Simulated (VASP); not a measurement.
# CdS (P6_3mc) in VASP: dielectric tensor with PBEsol+D3(BJ)

Aim: the dielectric tensor of CdS with PBEsol+D3(BJ).

All numbers are computed with VASP 6.6.1; they aren't measurements. Logs are shortened: lines on timing, memory, paths and dates and some standing lists are left out, and cuts for length are marked.

## (1) The cell of the first run

The structure is hexagonal, space group P6_3mc (No. 186). Conventional cell: a = 4.150 Å, b = 4.150 Å, c = 6.737 Å, α = 90.00°, β = 90.00°, γ = 120.00°. Cd (site symmetry 3m) has 4 S at 2.53 to 2.54 Å within 3.3 Å. Within 3.3 Å of S (site symmetry 3m) lie 4 Cd at 2.53 to 2.54 Å.

## (2) Dielectric tensor, PBEsol+D3(BJ)

INCAR reads:

```
PREC = Accurate
ENCUT = 400
EDIFF = 1E-8
ISMEAR = 0
SIGMA = 0.01
LREAL = False
LASPH = True
NELM = 120
ALGO = Normal
ISIF = 2
LWAVE = False
LCHARG = False
GGA = PS
IVDW = 12
LEPSILON = True
GGA_COMPAT = False
```

KPOINTS reads:

```
regular mesh
0
Gamma
  6 6 4
```

POSCAR reads:

```
CdS
1.0
    4.1500000000      0.0000000000      0.0000000000
   -2.0750000000      3.5940054257      0.0000000000
    0.0000000000      0.0000000000      6.7370000000
Cd S
2 2
Direct
    0.3333333333      0.6666666667      0.0000000000
    0.6666666667      0.3333333333      0.5000000000
    0.3333333333      0.6666666667      0.3750000000
    0.6666666667      0.3333333333      0.8750000000
```

Potentials or basis: VASP PAW PBE potentials, release 64 (Cd, S).

Command:

```sh
$ cat potpaw_PBE.64/Cd/POTCAR potpaw_PBE.64/S/POTCAR > POTCAR
$ mpirun -np 1 vasp_std > vasp.out
```

OUTCAR:

```text
PREC = Accurate
   ENCUT = 400
   EDIFF = 1E-8
   ISMEAR = 0
   LREAL = False
   LASPH = True
   NELM = 120
   ISIF = 2
   GGA = PS
   IVDW = 12
   LEPSILON = True
 IVDW          = 12

 ion  position               nearest neighbor table
   1  0.333  0.667  0.000-   3 2.53   4 2.54   4 2.54   4 2.54
   2  0.667  0.333  0.500-   4 2.53   3 2.54   3 2.54   3 2.54
   3  0.333  0.667  0.375-   1 2.53   2 2.54   2 2.54   2 2.54
   4  0.667  0.333  0.875-   2 2.53   1 2.54   1 2.54   1 2.54

  LATTYP: Found a hexagonal cell.
 ALAT       =     4.1500000000
 C/A-ratio  =     1.6233734940

  Lattice vectors:

 A1 = (   4.1500000000,   0.0000000000,   0.0000000000)
 A2 = (  -2.0750000000,   3.5940054257,   0.0000000000)
 A3 = (   0.0000000000,   0.0000000000,   6.7370000000)

Analysis of symmetry for initial positions (statically):
=====================================================================
 Subroutine PRICEL returns:
 Original cell was already a primitive cell.

 Routine SETGRP: Setting up the symmetry group for a
 hexagonal supercell.

 Subroutine GETGRP returns: Found 12 space group operations
 (whereof  6 operations were pure point group operations)
 out of a pool of 24 trial point group operations.

The static configuration has the point symmetry C_3v.
 The point group associated with its full space group is C_6v.

Analysis of symmetry for dynamics (positions and initial velocities):
=====================================================================
 Subroutine PRICEL returns:
 Original cell was already a primitive cell.

 Routine SETGRP: Setting up the symmetry group for a
 hexagonal supercell.

 Subroutine GETGRP returns: Found 12 space group operations
 (whereof  6 operations were pure point group operations)
 out of a pool of 24 trial point group operations.

The dynamic configuration has the point symmetry C_3v.
 The point group associated with its full space group is C_6v.

 Subroutine INISYM returns: Found 12 space group operations
 (whereof  6 operations are pure point group operations),
 and found     1 'primitive' translations

----------------------------------------------------------------------------------------

                                     Primitive cell

  volume of cell :     100.4832

  direct lattice vectors                    reciprocal lattice vectors
     4.150000000  0.000000000  0.000000000     0.240963855  0.139120547  0.000000000
    -2.075000000  3.594005426  0.000000000     0.000000000  0.278241094  0.000000000
     0.000000000  0.000000000  6.737000000     0.000000000  0.000000000  0.148434021

  length of vectors
     4.150000000  4.150000000  6.737000000     0.278241094  0.278241094  0.148434021

  position of ions in fractional coordinates (direct lattice)
     0.333333333  0.666666667  0.000000000
     0.666666667  0.333333333  0.500000000
     0.333333333  0.666666667  0.375000000
     0.666666667  0.333333333  0.875000000

  ion indices of the primitive-cell ions
   primitive index   ion index
                 1           1
                 2           2
                 3           3
                 4           4

----------------------------------------------------------------------------------------

 KPOINTS: regular mesh

Automatic generation of k-mesh.
 Grid dimensions read from file:
 generate k-points for:    6    6    4

 Generating k-lattice:

  Cartesian coordinates                     Fractional coordinates (reciprocal lattice)
     0.040160643  0.023186758  0.000000000     0.166666667  0.000000000  0.000000000
     0.000000000  0.046373516  0.000000000     0.000000000  0.166666667  0.000000000
     0.000000000  0.000000000  0.037108505     0.000000000  0.000000000  0.250000000

  Length of vectors
     0.046373516  0.046373516  0.037108505

  Shift w.r.t. Gamma in fractional coordinates (k-lattice)
     0.000000000  0.000000000  0.000000000

 Subroutine IBZKPT returns following result:
 ===========================================

 Found     21 irreducible k-points:

 Following reciprocal coordinates:
            Coordinates               Weight
  0.000000  0.000000  0.000000      1.000000
  0.166667 -0.000000  0.000000      6.000000
  0.333333  0.000000  0.000000      6.000000
  0.500000 -0.000000  0.000000      3.000000
  0.166667  0.166667  0.000000      6.000000
  0.333333  0.166667  0.000000     12.000000
[... 13 lines left out ...]
  0.333333  0.166667  0.500000     12.000000
  0.333333  0.333333  0.500000      2.000000
   k-points           NKPTS =     21   k-points in BZ     NKDIM =     21   number of bands    NBANDS=     22
   number of dos      NEDOS =    301   number of ions     NIONS =      4
   total plane-waves  NPLWV =  37632
   dimension x,y,z NGX =    28 NGY =   28 NGZ =   48
   dimension x,y,z NGXF=    56 NGYF=   56 NGZF=   96
   ions per type =               2   2
   NGX,Y,Z   is equivalent  to a cutoff of  11.22, 11.22, 11.84 a.u.
   NGXF,Y,Z  is equivalent  to a cutoff of  22.43, 22.43, 23.69 a.u.
 SYSTEM =  unknown system
   PREC   = accura    normal or accurate (medium, high low for compatibility)
   ISTART =      0    job   : 0-new  1-cont  2-samecut
   ICHARG =      2    charge: 1-file 2-atom 10-const
   ISPIN  =      1    spin polarized calculation?
   LNONCOLLINEAR =      F non collinear calculations
   LSORBIT =      F    spin-orbit coupling
   LASPH  =      T    aspherical Exc in radial PAW
   ENCUT  =  400.0 eV  29.40 Ry    5.42 a.u.   6.77  6.77 10.99*2*pi/ulx,y,z
   NELM   =    120;   NELMIN=  2; NELMDL= -5     # of ELM steps
   EDIFF  = 0.1E-07   stopping-criterion for ELM
   LREAL  =      F    real-space projection
   EDIFFG = 0.1E-06   stopping-criterion for IOM
   NSW    =      0    number of steps for IOM
   IBRION =     -1    ionic relax: 0-MD 1-quasi-New 2-CG
   NFREE  =      0    steps in history (QN), initial steepest desc. (CG)
   ISIF   =      2    stress and relaxation
   ISYM   =      2    0-nonsym 1-usesym 2-fastsym
   POTIM  = 0.5000    time-step for ionic-motion
   TEBEG  =    0.0;   TEEND  =   0.0 temperature during run
   PSTRESS=    0.0 pullay stress
   NELECT =      36.0000    total number of electrons
   NUPDOWN=      -1.0000    fix difference up-down
   EMIN   =  10.00;   EMAX   =-10.00  energy-range for DOS
   EFERMI =   0.00;   METHOD = LEGACY
   ISMEAR =     0;   SIGMA  =   0.01  broadening in eV -4-tet -1-fermi 0-gaus
   EFERMI_NEDOS =   21; number of points for ismear=-14 and -15
   IALGO  =     38    algorithm
   IMIX   =      4    mixing-type and parameters
     AMIX     =   0.40;   BMIX     =  1.00
     AMIX_MAG =   1.60;   BMIX_MAG =  1.00
  volume/ion in A,a.u.               =      25.12       169.52
  Fermi-wavevector in a.u.,A,eV,Ry     =   1.162727  2.197236 18.394190  1.351935
  Thomas-Fermi vector in A             =   2.299285
   LORBIT       =      0    0 simple, 1 ext, 2 COOP (PROOUT), +10 PAW based schemes
   GGA     = PS    functional components
   LHFCALC =     F    Hartree Fock is set to
   AEXX    =    0.0000 exact exchange contribution
   IVDW    =    12    specifies the selected vdW correction
   LEPSILON=     T    determine dielectric tensor
   LRPA    =     F    only Hartree local field effects (RPA)
 non-spin polarized calculation
 Gauss-broadening in eV      SIGMA  =   0.01
  energy-cutoff  :      400.00
  volume of cell :      100.48
 maximum number of plane-waves:      1838
 NGX is ok and might be reduce to    28
   NGX = 13   NGY = 13   NGZ = 21

--------------------------------------- Ionic step        1  -------------------------------------------

 number of electron      36.0000026 magnetization

 E-fermi :   1.1553     XC(G=0):  -9.3112

 val. band max:        1.1053870343   @ k =   0.0000   0.0000   0.0000
 cond. band min:       2.1623652605   @ k =   0.0000   0.0000   0.0000
 fundamental gap:      1.0569782262
 Fermi energy:         1.1553496615

 k-point     1 :       0.0000    0.0000    0.0000
  band No.  band energies     occupation
      1     -11.2066      2.00000
      2     -10.7685      2.00000
      3      -6.5674      2.00000
      4      -6.5445      2.00000
      5      -6.5445      2.00000
      6      -6.4585      2.00000
[... 514 lines left out ...]
     21       7.0706      0.00000
     22       7.0706      0.00000

  FORCE on cell =-STRESS in cart. coord.  units (eV):
  Direction    XX          YY          ZZ          XY          YZ          ZX
  --------------------------------------------------------------------------------------
  -------------------------------------------------------------------------------------
  Total      -1.83024    -1.83024    -1.45044     0.00000     0.00000     0.00000
  in kB     -29.18263   -29.18263   -23.12684     0.00000     0.00000     0.00000
  external pressure =      -27.16 kB  Pullay stress =        0.00 kB

 VOLUME and BASIS-vectors are now :
 -----------------------------------------------------------------------------
  energy-cutoff  :      400.00
  volume of cell :      100.48
      direct lattice vectors                 reciprocal lattice vectors
     4.150000000  0.000000000  0.000000000     0.240963855  0.139120547  0.000000000
    -2.075000000  3.594005426  0.000000000     0.000000000  0.278241094  0.000000000
     0.000000000  0.000000000  6.737000000     0.000000000  0.000000000  0.148434021

 POSITION                                       TOTAL-FORCE (eV/Angst)
 -----------------------------------------------------------------------------------
     -0.00000      2.39600      0.00000         0.000000     -0.000000     -0.065422
      2.07500      1.19800      3.36850        -0.000000      0.000000     -0.065422
     -0.00000      2.39600      2.52637         0.000000      0.000000      0.065422
      2.07500      1.19800      5.89487        -0.000000     -0.000000      0.065422
 -----------------------------------------------------------------------------------
    total drift:                               -0.000000      0.000000     -0.000805

  FREE ENERGIE OF THE ION-ELECTRON SYSTEM (eV)
  ---------------------------------------------------
  free  energy   TOTEN  =       -14.6980682894 eV

  energy  without entropy=      -14.6980682894  energy(sigma->0) =      -14.69806829

 HEAD OF MICROSCOPIC STATIC DIELECTRIC TENSOR (INDEPENDENT PARTICLE, excluding Hartree and local field effects)
 ------------------------------------------------------
           7.686033     0.000000     0.000000
           0.000000     7.686033     0.000000
          -0.000000     0.000000     7.518192
 ------------------------------------------------------

 Free energy of the ion-electron system (eV)
  ---------------------------------------------------
  ---------------------------------------------------
  free energy    TOTEN  =        -1.86089832 eV

  energy without entropy =       -1.86089832

------------------------ aborting loop because EDIFF is reached ----------------------------------------

 Edisp (eV)   -1.07249

 E8    (eV) :    -0.6780
[... 7 lines left out ...]
 E8    (eV) :    -0.6780

--------------------------------------- Ionic step        3  -------------------------------------------

 Free energy of the ion-electron system (eV)
  ---------------------------------------------------
  ---------------------------------------------------
  free energy    TOTEN  =        -1.81658932 eV

  energy without entropy =       -1.81658932

------------------------ aborting loop because EDIFF is reached ----------------------------------------

 Edisp (eV)   -1.07249

 E8    (eV) :    -0.6780

 PIEZOELECTRIC TENSOR FIELD DIRECTION 3  (e Angst)
 -----------------------------------------------------------------------------
     2.18516  0.00000  0.00000           ( -0.02364  0.00000  0.00000)
     0.00000  2.18516  0.00000           (  0.00000 -0.02364  0.00000)
    -0.00000  0.00000 -4.36885           (  0.00000  0.00000  0.04398)

 PIEZOELECTRIC TENSOR FIELD DIRECTION 3  (C/m^2)
 -----------------------------------------------------------------------------
     0.34842  0.00000  0.00000
     0.00000  0.34842  0.00000
    -0.00000  0.00000 -0.69660

 MACROSCOPIC STATIC DIELECTRIC TENSOR (including local field effects in DFT)
 ------------------------------------------------------
           7.308777     0.000000     0.000000
           0.000000     7.308777     0.000000
           0.000000     0.000000     7.164492
 ------------------------------------------------------

 PIEZOELECTRIC TENSOR (including local field effects)  for field in x, y, z        (e  Angst)
          XX          YY          ZZ          XY          YZ          ZX
  --------------------------------------------------------------------------------
  x    -0.00000    -0.00000     0.00000    -0.00000     0.00000     2.26619
  y    -0.00000    -0.00000     0.00000     0.00000     2.26619     0.00000
  z     2.18516     2.18516    -4.36885     0.00000     0.00000     0.00000

 PIEZOELECTRIC TENSOR (including local field effects)  for field in x, y, z        (C/m^2)
          XX          YY          ZZ          XY          YZ          ZX
  --------------------------------------------------------------------------------
  x    -0.00000    -0.00000     0.00000    -0.00000     0.00000     0.36134
  y    -0.00000    -0.00000     0.00000     0.00000     0.36134     0.00000
  z     0.34842     0.34842    -0.69660     0.00000     0.00000     0.00000

 BORN EFFECTIVE CHARGES (including local field effects) (in |e|, cummulative output)
 ---------------------------------------------------------------------------------
 ion    1
    1     2.20532     0.00000     0.00000
    2     0.00000     2.20532     0.00000
    3     0.00000    -0.00000     2.26657
 ion    2
    1     2.20532     0.00000     0.00000
    2     0.00000     2.20532    -0.00000
    3     0.00000     0.00000     2.26657
 ion    3
    1    -2.20532     0.00000     0.00000
    2    -0.00000    -2.20532    -0.00000
    3     0.00000    -0.00000    -2.26657
 ion    4
    1    -2.20532     0.00000     0.00000
    2    -0.00000    -2.20532     0.00000
    3     0.00000     0.00000    -2.26657
```

It took 12 min on 1 thread of AMD EPYC, shared host; peak memory 0.31 GiB.

What came out:

```yaml
Band_gap_on_the_k_mesh: 1.06 eV
Electronic_dielectric_tensor_diagonal: 7.31, 7.31, 7.16
Born_charges_mean_of_the_diagonal: Cd +2.23; S -2.23 e
Dispersion_energy_per_atom: -0.268 eV
```

Electronic dielectric tensor:
```
7.31 0.00 0.00
0.00 7.31 0.00
0.00 0.00 7.16
```

Born effective charge tensors (e):
atom 1, Cd
```
2.21 0.00 0.00
0.00 2.21 0.00
0.00 0.00 2.27
```
atom 2, Cd
```
2.21 0.00 0.00
0.00 2.21 0.00
0.00 0.00 2.27
```
atom 3, S
```
-2.21  0.00  0.00
 0.00 -2.21  0.00
 0.00  0.00 -2.27
```
atom 4, S
```
-2.21  0.00  0.00
 0.00 -2.21  0.00
 0.00  0.00 -2.27
```

Caveat: three body term missing; the PAW data sets were made with another functional, which shifts forces and pressure a little. Expect the measured gap to be larger: semilocal functionals such as PBEsol lack the derivative discontinuity.
